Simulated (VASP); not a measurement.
# As (Fd-3m) in VASP: further runs

As is run at these levels: PBE; tasks: relaxation of cell and atoms, single point.

All numbers are computed with VASP 6.6.1; they aren't measurements. Logs are shortened: lines on timing, memory, paths and dates and some standing lists are left out, and cuts for length are marked.

## Step 1: The cell of the first run

It takes space group Fd-3m (No. 227, cubic). The conventional cell has a = 5.653 Å, b = 5.653 Å, c = 5.653 Å, α = 90.00°, β = 90.00°, γ = 90.00°. As (site symmetry -43m) has 4 As at 2.45 Å within 3.2 Å.

## Step 2: Relaxation of cell and atoms, PBE

File INCAR:

```
  ALGO = Normal
  EDIFF = 1E-7
  EDIFFG = -0.04
  ENCUT = 600
  GGA = PE
  IBRION = 2
  ISIF = 3
  ISMEAR = 0
  LASPH = True
  LCHARG = False
  LREAL = False
  LWAVE = False
  NELM = 100
  NSW = 90
  PREC = Accurate
  SIGMA = 0.1
```

File KPOINTS:

```
k-points
0
Gamma
  6 6 6
```

File POSCAR:

```
As
1.0
    0.0000000000      2.8264095920      2.8264095920
    2.8264095920      0.0000000000      2.8264095920
    2.8264095920      2.8264095920      0.0000000000
As
2
Direct
    0.5000000000      0.5000000000      0.5000000000
    0.7500000000      0.7500000000      0.7500000000
```

Potentials or basis: VASP PAW PBE potentials, release 64 (As).

On the command line:

```bash
cat potpaw_PBE.64/As/POTCAR > POTCAR
mpirun -np 1 vasp_std > vasp.out
```

OUTCAR:

```text
EDIFF = 1E-7
   EDIFFG = -0.04
   ENCUT = 600
   GGA = PE
   IBRION = 2
   ISIF = 3
   ISMEAR = 0
   LASPH = True
   LREAL = False
   NELM = 100
   NSW = 90
   PREC = Accurate

 ion  position               nearest neighbor table
   1  0.500  0.500  0.500-   2 2.45   2 2.45   2 2.45   2 2.45
   2  0.750  0.750  0.750-   1 2.45   1 2.45   1 2.45   1 2.45

  LATTYP: Found a face centered cubic cell.
 ALAT       =     5.6528191840

  Lattice vectors:

 A1 = (   0.0000000000,   2.8264095920,   2.8264095920)
 A2 = (   2.8264095920,   0.0000000000,   2.8264095920)
 A3 = (   2.8264095920,   2.8264095920,   0.0000000000)

Analysis of symmetry for initial positions (statically):
=====================================================================
 Subroutine PRICEL returns:
 Original cell was already a primitive cell.

 Routine SETGRP: Setting up the symmetry group for a
 face centered cubic supercell.

 Subroutine GETGRP returns: Found 48 space group operations
 (whereof 24 operations were pure point group operations)
 out of a pool of 48 trial point group operations.

The static configuration has the point symmetry T_d .
 The point group associated with its full space group is O_h .

Analysis of symmetry for dynamics (positions and initial velocities):
=====================================================================
 Subroutine PRICEL returns:
 Original cell was already a primitive cell.

 Routine SETGRP: Setting up the symmetry group for a
 face centered cubic supercell.

 Subroutine GETGRP returns: Found 48 space group operations
 (whereof 24 operations were pure point group operations)
 out of a pool of 48 trial point group operations.

The dynamic configuration has the point symmetry T_d .
 The point group associated with its full space group is O_h .

 Subroutine INISYM returns: Found 48 space group operations
 (whereof 24 operations are pure point group operations),
 and found     1 'primitive' translations

----------------------------------------------------------------------------------------

                                     Primitive cell

  volume of cell :      45.1581

  direct lattice vectors                    reciprocal lattice vectors
     0.000000000  2.826409592  2.826409592    -0.176902881  0.176902881  0.176902881
     2.826409592  0.000000000  2.826409592     0.176902881 -0.176902881  0.176902881
     2.826409592  2.826409592  0.000000000     0.176902881  0.176902881 -0.176902881

  length of vectors
     3.997146778  3.997146778  3.997146778     0.306404778  0.306404778  0.306404778

[... 65 lines left out ...]
   ISPIN  =      1    spin polarized calculation?
   LNONCOLLINEAR =      F non collinear calculations
   LSORBIT =      F    spin-orbit coupling
   LASPH  =      T    aspherical Exc in radial PAW
   ENCUT  =  600.0 eV  44.10 Ry    6.64 a.u.   7.98  7.98  7.98*2*pi/ulx,y,z
   NELM   =    100;   NELMIN=  2; NELMDL= -5     # of ELM steps
   EDIFF  = 0.1E-06   stopping-criterion for ELM
   LREAL  =      F    real-space projection
   EDIFFG = -.4E-01   stopping-criterion for IOM
   NSW    =     90    number of steps for IOM
   IBRION =      2    ionic relax: 0-MD 1-quasi-New 2-CG
   NFREE  =      1    steps in history (QN), initial steepest desc. (CG)
   ISIF   =      3    stress and relaxation
   ISYM   =      2    0-nonsym 1-usesym 2-fastsym
   POTIM  = 0.5000    time-step for ionic-motion
   TEBEG  =    0.0;   TEEND  =   0.0 temperature during run
   PSTRESS=    0.0 pullay stress
   NELECT =      10.0000    total number of electrons
   NUPDOWN=      -1.0000    fix difference up-down
   EMIN   =  10.00;   EMAX   =-10.00  energy-range for DOS
   EFERMI =   0.00;   METHOD = LEGACY
   ISMEAR =     0;   SIGMA  =   0.10  broadening in eV -4-tet -1-fermi 0-gaus
   EFERMI_NEDOS =   21; number of points for ismear=-14 and -15
   IALGO  =     38    algorithm
   IMIX   =      4    mixing-type and parameters
     AMIX     =   0.40;   BMIX     =  1.00
     AMIX_MAG =   1.60;   BMIX_MAG =  1.00
  volume/ion in A,a.u.               =      22.58       152.37
  Fermi-wavevector in a.u.,A,eV,Ry     =   0.990444  1.871667 13.347022  0.980978
  Thomas-Fermi vector in A             =   2.122114
   LORBIT       =      0    0 simple, 1 ext, 2 COOP (PROOUT), +10 PAW based schemes
   GGA     = PE    functional components
   LHFCALC =     F    Hartree Fock is set to
   AEXX    =    0.0000 exact exchange contribution
   IVDW    =     0    specifies the selected vdW correction
   LEPSILON=     F    determine dielectric tensor
   LRPA    =     F    only Hartree local field effects (RPA)
 conjugate gradient relaxation of ions
 non-spin polarized calculation
 Gauss-broadening in eV      SIGMA  =   0.10
  energy-cutoff  :      600.00
  volume of cell :       45.16
 maximum number of plane-waves:      1527
   NGX = 15   NGY = 15   NGZ = 15

--------------------------------------- Ionic step        1  -------------------------------------------

 number of electron      10.0000001 magnetization

 Free energy of the ion-electron system (eV)
  ---------------------------------------------------
  ext. energy  EPLUGINS =         0.00000000
  ---------------------------------------------------
  free energy    TOTEN  =        -8.09245880 eV

  energy without entropy =       -8.07859637  energy(sigma->0) =       -8.08552758

------------------------ aborting loop because EDIFF is reached ----------------------------------------

  FORCE on cell =-STRESS in cart. coord.  units (eV):
  Direction    XX          YY          ZZ          XY          YZ          ZX
  --------------------------------------------------------------------------------------
  -------------------------------------------------------------------------------------
  Total        5.3299481      5.3299481      5.3299481     -0.0000000      0.0000000     -0.0000000
  in kB      189.1029352    189.1029352    189.1029352     -0.0000000      0.0000000     -0.0000000
  external PRESSURE =     189.1029352 kB  Pullay stress =       0.0000000 kB
[... 59 lines left out ...]
--------------------------------------- Ionic step        3  -------------------------------------------

 number of electron       9.9999997 magnetization

 Free energy of the ion-electron system (eV)
  ---------------------------------------------------
  ext. energy  EPLUGINS =         0.00000000
  ---------------------------------------------------
  free energy    TOTEN  =        -8.70968816 eV

  energy without entropy =       -8.70683166  energy(sigma->0) =       -8.70825991

 E-fermi :   2.9186     XC(G=0):  -8.5181

 val. band max:        2.8871687831   @ k =   0.1667   0.1667   0.0000
 cond. band min:       3.3102266420   @ k =  -0.3333   0.5000   0.1667
 fundamental gap:      0.4230578590
 Fermi energy:         2.9185700418

 k-point     1 :       0.0000    0.0000    0.0000
  band No.  band energies     occupation
      1     -10.7175      2.00000
      2      -3.2282      2.00000
      3       0.7957      2.00000
      4       0.7957      2.00000
      5       0.7957      2.00000
      6       3.5028      0.00000
      7       3.5028      0.00000
      8       3.5028      0.00000
      9       7.6999      0.00000
[... 207 lines left out ...]
  FREE ENERGIE OF THE ION-ELECTRON SYSTEM (eV)
  ---------------------------------------------------
  free  energy   TOTEN  =        -8.7096881610 eV

  energy  without entropy=       -8.7068316604  energy(sigma->0) =       -8.70825991

 reached required accuracy - stopping structural energy minimisation
```

CONTCAR:

```text
As
   1.00000000000000
     0.0000000000000000    3.0673955186811326    3.0673955186811326
     3.0673955186811326    0.0000000000000000    3.0673955186811326
     3.0673955186811326    3.0673955186811326    0.0000000000000000
  As
     2
Direct
     0.5000000000000000    0.5000000000000000    0.5000000000000000
     0.7500000000000000    0.7500000000000000    0.7500000000000000

  0.00000000E+00  0.00000000E+00  0.00000000E+00
  0.00000000E+00  0.00000000E+00  0.00000000E+00
```

It took 12 s on 1 thread of Intel Xeon 6975P-C (Granite Rapids), shared host; peak memory 0.17 GiB.

What came out:

| Property | Result |
| --- | --- |
| Free energy | -8.7097 eV |
| Relaxed volume | 28.86 Å³/atom |
| Relaxed cell | a = 4.338 Å, b = 4.338 Å, c = 4.338 Å, α = 60.00°, β = 60.00°, γ = 60.00° |
| Space group after relaxing (to 0.05 Å) | Fd-3m (No. 227) |
| Energy gained by relaxing | 308.6 meV/atom |
| Ionic steps | 3 |
| Pressure after relaxing | 0.1 GPa |
| Band gap on the k mesh | zero (band 5 reaches 3.31 eV, above the bottom of band 6 at 2.24 eV) |

The path:
| step | energy change (eV) | largest force (eV/Å) | pressure (GPa) | volume (Å³) |
| --- | --- | --- | --- | --- |
| 1 | 0.0000 | 0.0000 | 18.91 | 45.16 |
| 2 | -0.5076 | 0.0000 | -4.51 | 64.91 |
| 3 | -0.6172 | 0.0000 | 0.06 | 57.72 |

Final structure:
```
As
1.0
     0.00000    3.06740    3.06740
     3.06740    0.00000    3.06740
     3.06740    3.06740    0.00000
As
2
Direct
  0.50000 0.50000 0.50000
  0.75000 0.75000 0.75000
```

Caveat: the volume moved by over 15 % at a fixed basis, so the end points are rough.

## Step 3: Single point, PBE

This run uses another cell than the first one, of 28.55 Å³/atom, 1.265 times its volume.

File INCAR:

```
  PREC = Accurate
  ENCUT = 520
  EDIFF = 1E-6
  ISMEAR = 0
  SIGMA = 0.1
  LREAL = False
  LASPH = True
  NELM = 100
  ALGO = Normal
  ISIF = 2
  LWAVE = False
  LCHARG = False
  GGA = PE
  NBANDS = 12
```

File KPOINTS:

```
Automatic mesh
0
Gamma
  16 16 16
```

File POSCAR:

```
As
1.0
    0.0000000000      3.0564268243      3.0564268243
    3.0564268243      0.0000000000      3.0564268243
    3.0564268243      3.0564268243      0.0000000000
As
2
Direct
    0.0000000000      0.0000000000      0.0000000000
    0.2500000000      0.2500000000      0.2500000000
```

Potentials or basis: VASP PAW PBE potentials, release 64 (As).

On the command line:

```bash
cat potpaw_PBE.64/As/POTCAR > POTCAR
mpirun -np 1 vasp_std > vasp.out
```

It took 21 s on 1 thread of Intel Xeon 6975P-C (Granite Rapids), shared host; peak memory 0.22 GiB.

The run converged. Its results:

```
Free energy            : -8.7153 eV
Pressure               : 0.1 GPa
Band gap on the k mesh : zero (band 5 reaches 3.94 eV, above the bottom of band 6 at 2.31 eV)
```

Levels at points of the mesh, in eV from the Fermi level:
```tsv
k point	band 2	band 3	band 4	band 5	band 6	band 7	band 8	band 9
(0.00, 0.00, 0.00)	-6.05	-2.10	-2.10	-2.10	0.62	0.62	0.62	4.83
(0.50, 0.00, 0.00)	-9.48	-3.03	-3.03	-2.69	1.85	1.85	4.74	7.02
(0.50, 0.50, 0.00)	-10.97	-4.07	-4.07	-0.65	-0.65	4.96	4.96	7.44
```

## Step 4: Relaxation of cell and atoms, PBE

This run uses another cell than the first one, of 28.77 Å³/atom, 1.274 times its volume.

File INCAR:

```
ALGO = Normal
EDIFF = 1E-7
EDIFFG = -0.01
ENCUT = 600
GGA = PE
IBRION = 2
ISIF = 3
ISMEAR = 0
LASPH = T
LCHARG = F
LREAL = F
LWAVE = F
NELM = 60
NSW = 100
PREC = Accurate
SIGMA = 0.1
```

File KPOINTS:

```
k-points
0
Gamma
  16 16 16
```

File POSCAR:

```
As
1.0
    0.0000000000      3.0642851263      3.0642851263
    3.0642851263      0.0000000000      3.0642851263
    3.0642851263      3.0642851263      0.0000000000
As
2
Direct
    0.0000000000      0.0000000000      0.0000000000
    0.2500000000      0.2500000000      0.2500000000
```

On the command line:

```bash
cat potpaw_PBE.64/As/POTCAR > POTCAR
mpirun -np 1 vasp_std > vasp.out
```

Run time: 45 s. Hardware: 1 thread of Intel Xeon 6975P-C (Granite Rapids), shared host; peak memory 0.26 GiB.

Results (log left out):

```
Free energy                            : -8.7154 eV
Relaxed volume                         : 28.59 Å³/atom
Relaxed cell                           : a = 4.324 Å, b = 4.324 Å, c = 4.324 Å, α = 60.00°, β = 60.00°, γ = 60.00°
Space group after relaxing (to 0.05 Å) : Fd-3m (No. 227)
Energy gained by relaxing              : 0.1 meV/atom
Ionic steps                            : 2
Pressure after relaxing                : 0.1 GPa
Band gap on the k mesh                 : zero (band 5 reaches 3.93 eV, above the bottom of band 6 at 2.30 eV)
```

Step by step:
```tsv
step	energy change (eV)	largest force (eV/Å)	pressure (GPa)	volume (Å³)
1	0.0000	0.0000	-0.25	57.55
2	-0.0002	0.0000	0.05	57.18
```

Final structure:
```cif
data_structure
_symmetry_space_group_name_H-M 'P 1'
_symmetry_Int_Tables_number 1
_cell_length_a 4.3242
_cell_length_b 4.3242
_cell_length_c 4.3242
_cell_angle_alpha 60.000
_cell_angle_beta 60.000
_cell_angle_gamma 60.000
_cell_volume 57.18
loop_
_atom_site_label
_atom_site_type_symbol
_atom_site_fract_x
_atom_site_fract_y
_atom_site_fract_z
_atom_site_occupancy
As1 As 0.00000 0.00000 0.00000 1
As2 As 0.25000 0.25000 0.25000 1
```

Levels at points of the mesh, in eV from the Fermi level:
| k point | band 3 | band 4 | band 5 | band 6 | band 7 | band 8 |
| --- | --- | --- | --- | --- | --- | --- |
| (0.00, 0.00, 0.00) | -2.10 | -2.10 | -2.10 | 0.62 | 0.62 | 0.62 |
| (0.50, 0.00, 0.00) | -3.02 | -3.02 | -2.69 | 1.85 | 1.85 | 4.73 |
| (0.50, 0.50, 0.00) | -4.07 | -4.07 | -0.64 | -0.64 | 4.95 | 4.95 |

## Step 5: Overview

| task | cell | k mesh | cutoff (eV) | gap on the mesh (eV) | pressure (GPa) | relaxed volume (Å³/atom) |
| --- | --- | --- | --- | --- | --- | --- |
| relaxation of cell and atoms | relaxed from a = 3.997 Å, angles 60.0°, 2 atoms | 6 × 6 × 6 | 600 | none | 0.1 | 28.86 |
| single point | a = 4.322 Å, angles 60.0°, 2 atoms | 16 × 16 × 16 | 520 | none | 0.1 | - |
| relaxation of cell and atoms | relaxed from a = 4.334 Å, angles 60.0°, 2 atoms | 16 × 16 × 16 | 600 | none | 0.1 | 28.59 |

Alike in all rows: level PBE; potentials or basis VASP PAW PBE potentials, release 64 (As); no spin polarisation; smearing gaussian 0.1 eV.

Caveats: the volume moved by over 15 % at a fixed basis, so the end points are rough (some runs).

Absolute energies hang on the potentials; compare differences alone.
